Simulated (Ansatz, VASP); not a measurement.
**One calculation of Au, two programs**

Contents of POSCAR:

```
Au
1.0
    0.0000000000      2.0350000000      2.0350000000
    2.0350000000      0.0000000000      2.0350000000
    2.0350000000      2.0350000000      0.0000000000
Au
1
Direct
    0.0000000000      0.0000000000      0.0000000000
```

INCAR.step1

```
PREC = Accurate ; ENCUT = 520
EDIFF = 1E-5 ; ISMEAR = -1
SIGMA = 0.05 ; LREAL = False
LASPH = True ; NELM = 60
ALGO = Normal ; ISIF = 2
LWAVE = True ; LCHARG = False
NBANDS = 12 ; GGA = PE
```

Contents of INCAR.step2:

```
PREC = Accurate ; ENCUT = 520
EDIFF = 1E-6 ; ISMEAR = -1
SIGMA = 0.05 ; LREAL = False
LASPH = True ; NELM = 60
ALGO = Normal ; ISIF = 2
LWAVE = False ; LCHARG = False
METAGGA = R2SCAN ; LHFCALC = True
AEXX = 0.5 ; LMIXTAU = True
PRECFOCK = Normal ; NBANDS = 12
ISTART = 1
```

Contents of KPOINTS:

```
Automatic mesh
0
Gamma
  6 6 6
```

input.yaml

```yaml
crystal:
  lattice:
    - [0.0, 2.035, 2.035]
    - [2.035, 0.0, 2.035]
    - [2.035, 2.035, 0.0]
  atoms:
    - { symbol: Au, position: [0.0, 0.0, 0.0] }
hamiltonian:
  xc: r2scan50
  pseudopotentials: { kind: paw }
kpoints:
  mp_grid: { grid: [6, 6, 6] }
scf:
  occupations: { method: fermi_dirac, width: 0.05 }
output:
  forces: true
  stress: true
  eigenvalues: true
  write_density: true
  write_potential: true
  elf: true
  volumetric_format: npy
```

Alike in both runs: task single point; functional r2SCAN50; k mesh 6 × 6 × 6; occupations fermi-dirac, width 0.05 eV; no spin polarisation.

```csv
,VASP,Ansatz
version,VASP 6.6.1,Ansatz 0.2.0
potentials or method,"VASP PAW PBE potentials, release 64 (Au)",Ansatz PAW
plane-wave cutoff (eV),520,500
valence electrons in the cell,11,19
```

Ansatz gave:

* gap on the k mesh at the Fermi level (eV): none
* pressure (GPa): 6.2

Question: Estimate VASP's values.

Answer: gap on the k mesh at the Fermi level (eV): none; pressure (GPa): 6.0.

VASP's potentials were made for PBE, not for r2SCAN50. A gap of «none» marks a metal or a gap that the smearing closes. VASP's potentials hold 11 valence electrons a cell and Ansatz's 19, so a difference there can come from the potentials and not from the codes.

The k mesh is coarse, so the values compare programs but aren't converged. Neither program's run includes spin-orbit coupling.
